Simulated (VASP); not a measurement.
# NaAg3 (I4/mmm) in VASP: single point with LDA

Aim: the single point of NaAg3 with LDA.

Program: VASP 6.6.1. These are calculated values, not measurements. Logs are shortened: lines on timing, memory, paths and dates and some standing lists are left out, and cuts for length are marked.

## Step 1: The cell of the first run

It takes space group I4/mmm (No. 139, tetragonal). Conventional cell: a = 4.242 Å, b = 4.242 Å, c = 8.595 Å, α = 90.00°, β = 90.00°, γ = 90.00°. Within 3.9 Å of Na (site symmetry 4/mmm) lie 12 Ag at 3.00 to 3.02 Å. Within 3.9 Å of Ag (site symmetry -4m2) lie 8 Ag at 3.00 to 3.02 Å and 4 Na at 3.02 Å. Ag (site symmetry 4/mmm) has 4 Na at 3.00 Å and 8 Ag at 3.02 Å within 3.9 Å.

## Step 2: Single point, LDA

The input, INCAR:

```
SYSTEM = NaAg3
PREC = Accurate
ENCUT = 520
EDIFF = 1E-6
ISMEAR = 0
SIGMA = 0.1
LREAL = .FALSE.
LASPH = .TRUE.
NELM = 80
ALGO = Normal
ISIF = 2
LWAVE = .FALSE.
LCHARG = .TRUE.
LELF = .TRUE.
LVHAR = .TRUE.
NBANDS = 28
```

The input, KPOINTS:

```
regular mesh
0
G
  8 8 8
  0 0 0
```

The input, POSCAR:

```
NaAg3
1.0
   -2.1209560000      2.1209560000      4.2973810000
    2.1209560000     -2.1209560000      4.2973810000
    2.1209560000      2.1209560000     -4.2973810000
Na Ag
1 3
Direct
    0.0000000000      0.0000000000      0.0000000000
    0.7500000000      0.2500000000      0.5000000000
    0.2500000000      0.7500000000      0.5000000000
    0.5000000000      0.5000000000      0.0000000000
```

Potentials or basis: VASP PAW LDA potentials, release 64 (Na_pv, Ag).

On the command line:

```
> cat potpaw_LDA.64/Na_pv/POTCAR potpaw_LDA.64/Ag/POTCAR > POTCAR
> mpirun -np 1 vasp_std > vasp.out
```

OUTCAR:

```text
SYSTEM = NaAg3
   PREC = Accurate
   ENCUT = 520
   EDIFF = 1E-6
   ISMEAR = 0
   LREAL = .FALSE.
   LASPH = .TRUE.
   NELM = 80
   ISIF = 2

 ion  position               nearest neighbor table
   1  0.000  0.000  0.000-   4 3.00   4 3.00   4 3.00   4 3.00   3 3.02   2 3.02   3 3.02   2 3.02
                             2 3.02   2 3.02   3 3.02   3 3.02
   2  0.750  0.250  0.500-   3 3.00   3 3.00   3 3.00   3 3.00   4 3.02   1 3.02   4 3.02   1 3.02
                             4 3.02   4 3.02   1 3.02   1 3.02
   3  0.250  0.750  0.500-   2 3.00   2 3.00   2 3.00   2 3.00   4 3.02   1 3.02   4 3.02   1 3.02
                             1 3.02   1 3.02   4 3.02   4 3.02
   4  0.500  0.500  0.000-   1 3.00   1 3.00   1 3.00   1 3.00   3 3.02   2 3.02   3 3.02   2 3.02
                             3 3.02   3 3.02   2 3.02   2 3.02

  LATTYP: Found a body centered tetragonal cell.
 ALAT       =     4.2419120000
 C/A-ratio  =     2.0261528292

  Lattice vectors:

 A1 = (  -2.1209560000,   2.1209560000,   4.2973810000)
 A2 = (   2.1209560000,  -2.1209560000,   4.2973810000)
 A3 = (   2.1209560000,   2.1209560000,  -4.2973810000)

Analysis of symmetry for initial positions (statically):
=====================================================================
 Subroutine PRICEL returns:
 Original cell was already a primitive cell.

 Routine SETGRP: Setting up the symmetry group for a
 body centered tetragonal supercell.

 Subroutine GETGRP returns: Found 16 space group operations
 (whereof 16 operations were pure point group operations)
 out of a pool of 16 trial point group operations.

The static configuration has the point symmetry D_4h.

Analysis of symmetry for dynamics (positions and initial velocities):
=====================================================================
 Subroutine PRICEL returns:
 Original cell was already a primitive cell.

 Routine SETGRP: Setting up the symmetry group for a
 body centered tetragonal supercell.

 Subroutine GETGRP returns: Found 16 space group operations
 (whereof 16 operations were pure point group operations)
 out of a pool of 16 trial point group operations.

The dynamic configuration has the point symmetry D_4h.

 Subroutine INISYM returns: Found 16 space group operations
 (whereof 16 operations are pure point group operations),
 and found     1 'primitive' translations

----------------------------------------------------------------------------------------

                                     Primitive cell

  volume of cell :      77.3263

  direct lattice vectors                    reciprocal lattice vectors
[... 93 lines left out ...]
   EDIFFG = 0.1E-04   stopping-criterion for IOM
   NSW    =      0    number of steps for IOM
   IBRION =     -1    ionic relax: 0-MD 1-quasi-New 2-CG
   NFREE  =      0    steps in history (QN), initial steepest desc. (CG)
   ISIF   =      2    stress and relaxation
   ISYM   =      2    0-nonsym 1-usesym 2-fastsym
   POTIM  = 0.5000    time-step for ionic-motion
   TEBEG  =    0.0;   TEEND  =   0.0 temperature during run
   PSTRESS=    0.0 pullay stress
   NELECT =      40.0000    total number of electrons
   NUPDOWN=      -1.0000    fix difference up-down
   EMIN   =  10.00;   EMAX   =-10.00  energy-range for DOS
   EFERMI =   0.00;   METHOD = LEGACY
   ISMEAR =     0;   SIGMA  =   0.10  broadening in eV -4-tet -1-fermi 0-gaus
   EFERMI_NEDOS =   21; number of points for ismear=-14 and -15
   IALGO  =     38    algorithm
   IMIX   =      4    mixing-type and parameters
     AMIX     =   0.40;   BMIX     =  1.00
     AMIX_MAG =   1.60;   BMIX_MAG =  1.00
  volume/ion in A,a.u.               =      19.33       130.46
  Fermi-wavevector in a.u.,A,eV,Ry     =   1.314173  2.483426 23.497940  1.727050
  Thomas-Fermi vector in A             =   2.444444
   LORBIT       =      0    0 simple, 1 ext, 2 COOP (PROOUT), +10 PAW based schemes
   GGA     = CA    functional components
   LHFCALC =     F    Hartree Fock is set to
   AEXX    =    0.0000 exact exchange contribution
   IVDW    =     0    specifies the selected vdW correction
   LEPSILON=     F    determine dielectric tensor
   LRPA    =     F    only Hartree local field effects (RPA)
 non-spin polarized calculation
 Gauss-broadening in eV      SIGMA  =   0.10
  energy-cutoff  :      520.00
  volume of cell :       77.33
 maximum number of plane-waves:      2104
   NGX = 19   NGY = 19   NGZ = 19

 number of electron      39.9999992 magnetization

 Free energy of the ion-electron system (eV)
  ---------------------------------------------------
  ext. energy  EPLUGINS =         0.00000000
  ---------------------------------------------------
  free energy    TOTEN  =       -12.41413094 eV

  energy without entropy =      -12.40921713  energy(sigma->0) =      -12.41167403

 E-fermi :   5.4122     XC(G=0): -11.1130

 val. band max:        5.3893574997   @ k =  -0.2500   0.2500   0.1250
 cond. band min:       5.4280051555   @ k =   0.2500   0.2500   0.1250
 fundamental gap:      0.0386476558
 Fermi energy:         5.4121815632

 k-point     1 :       0.0000    0.0000    0.0000
  band No.  band energies     occupation
      1     -18.1229      2.00000
      2     -18.1229      2.00000
      3     -18.1191      2.00000
      4      -1.0853      2.00000
      5       0.0166      2.00000
      6       0.0187      2.00000
[... 733 lines left out ...]
     27      15.7700      0.00000
     28      16.5465      0.00000

 [... further k-points ...]

------------------------ aborting loop because EDIFF is reached ----------------------------------------

  FORCE on cell =-STRESS in cart. coord.  units (eV):
  Direction    XX          YY          ZZ          XY          YZ          ZX
  --------------------------------------------------------------------------------------
  -------------------------------------------------------------------------------------
  Total       -3.7412505     -3.7412505     -3.8750402      0.0000000      0.0000000      0.0000000
  in kB      -77.5175796    -77.5175796    -80.2896612      0.0000000      0.0000000      0.0000000
  external PRESSURE =     -78.4416068 kB  Pullay stress =       0.0000000 kB

 VOLUME and BASIS-vectors are now :
 -----------------------------------------------------------------------------
  energy-cutoff  :      520.00
  volume of cell :       77.33
      direct lattice vectors                 reciprocal lattice vectors
    -2.120956000  2.120956000  4.297381000     0.000000000  0.235742750  0.116349935
     2.120956000 -2.120956000  4.297381000     0.235742750  0.000000000  0.116349935
     2.120956000  2.120956000 -4.297381000     0.235742750  0.235742750  0.000000000

 POSITION                                       TOTAL-FORCE (eV/Angst)
 -----------------------------------------------------------------------------------
      0.00000      0.00000      0.00000        -0.000000      0.000000     -0.000000
     -0.00000      2.12096      2.14869         0.000000     -0.000000      0.000000
      2.12096     -0.00000      2.14869        -0.000000      0.000000     -0.000000
      0.00000      0.00000      4.29738        -0.000000      0.000000     -0.000000
 -----------------------------------------------------------------------------------
    total drift:                               -0.000000     -0.000000      0.000000

  FREE ENERGIE OF THE ION-ELECTRON SYSTEM (eV)
  ---------------------------------------------------
  free  energy   TOTEN  =       -12.4141309393 eV

  energy  without entropy=      -12.4092171253  energy(sigma->0) =      -12.41167403
```

OSZICAR:

```text
N       E                     dE             d eps       ncg     rms          rms(c)
DAV:   1     0.305300697543E+03    0.30530E+03   -0.20270E+04  3324   0.152E+03
DAV:   2    -0.116855639003E+01   -0.30647E+03   -0.29282E+03  3328   0.371E+02
DAV:   3    -0.132049538467E+02   -0.12036E+02   -0.11918E+02  3696   0.792E+01
DAV:   4    -0.133384527920E+02   -0.13350E+00   -0.13341E+00  3688   0.789E+00
DAV:   5    -0.133411661800E+02   -0.27134E-02   -0.27133E-02  3616   0.108E+00    0.642E+00
DAV:   6    -0.124476854982E+02    0.89348E+00   -0.34606E+00  3580   0.143E+01    0.401E+00
DAV:   7    -0.124274395319E+02    0.20246E-01   -0.49429E-02  3568   0.189E+00    0.224E+00
DAV:   8    -0.124142933998E+02    0.13146E-01   -0.33066E-03  4024   0.571E-01    0.124E-01
DAV:   9    -0.124141419639E+02    0.15144E-03   -0.26475E-04  3576   0.227E-01    0.269E-02
DAV:  10    -0.124141314448E+02    0.10519E-04   -0.62086E-05  3732   0.657E-02    0.137E-02
DAV:  11    -0.124141309393E+02    0.50550E-06   -0.89951E-06  3568   0.281E-02
   1 F= -.12414131E+02 E0= -.12411674E+02  d E =-.491381E-02
```

It took 3.5 min on 1 thread of Intel Xeon 8259CL, shared host; peak memory 0.26 GiB.

What came out:

| Item | Value |
| --- | --- |
| Free energy | -12.4141 eV |
| Pressure | -7.8 GPa |
| Band gap on the k mesh | zero (bands 20 and 21 overlap by 3.44 eV) |

Caveat: the cell stands under tension.

The gap in the log of VASP goes by the Fermi energy; the results here count the filled bands.